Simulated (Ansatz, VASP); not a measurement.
## MgO: VASP beside Ansatz

Contents of INCAR:

```
SYSTEM = MgO
ALGO     = Normal         ! electronic algorithm
EDIFF    = 1E-6           ! SCF threshold, eV
ENCUT    = 600            ! plane-wave cutoff, eV
GGA      = CA             ! functional
GGA_COMPAT= .FALSE.      
ISIF     = 2              ! what is computed and relaxed
ISMEAR   = 0              ! smearing method
LASPH    = .TRUE.         ! aspherical terms in the spheres
LCHARG   = .FALSE.        ! write CHGCAR
LREAL    = .FALSE.        ! projectors in reciprocal space
LWAVE    = .FALSE.        ! write WAVECAR
NBANDS   = 11             ! bands
NELM     = 120            ! most SCF steps
PREC     = Accurate       ! precision mode
SIGMA    = 0.01           ! smearing width, eV
```

The input KPOINTS:

```
k-points
0
G
  8 8 8
  0 0 0
```

The input POSCAR:

```
MgO
1.0
    0.0000000000      2.1241500000      2.1241500000
    2.1241500000      0.0000000000      2.1241500000
    2.1241500000      2.1241500000      0.0000000000
Mg O
1 1
Direct
    0.0000000000      0.0000000000      0.0000000000
    0.5000000000      0.5000000000      0.5000000000
```

Input for Ansatz:

```yaml
crystal:
  lattice:
    - [0.0, 2.12415, 2.12415]
    - [2.12415, 0.0, 2.12415]
    - [2.12415, 2.12415, 0.0]
  atoms:
    - { symbol: Mg, position: [0.0, 0.0, 0.0] }
    - { symbol: O, position: [0.5, 0.5, 0.5] }
hamiltonian:
  xc: lda
  pseudopotentials: { kind: paw }
basis:
  ecutwfc: 420
kpoints:
  mp_grid: { grid: [8, 8, 8] }
scf:
  occupations: { method: fixed }
  lower_state_search: "off"
  max_iter: 100
output:
  forces: true
  stress: true
```

Alike in both runs: task single point; functional LDA; k mesh 8 × 8 × 8; no spin polarisation.

```csv
,VASP,Ansatz
version,VASP 6.6.1,Ansatz 0.2.0
potentials or method,"VASP PAW LDA potentials, release 64 (Mg, O), cutoff 600 eV","PAW, plane waves, scalar-relativistic"
occupations,"gaussian, width 0.01 eV",fixed
valence electrons in the cell,8,16
```

VASP gave:

* pressure (GPa): -11.5

What did Ansatz give for the same quantities?

Pressure (GPa): -9.6.

LDA's correlation is that of Perdew and Zunger in VASP and of Perdew and Wang (1992) in Ansatz. VASP's potentials hold 8 valence electrons a cell and Ansatz's 16, so a difference there can come from the potentials and not from the codes.
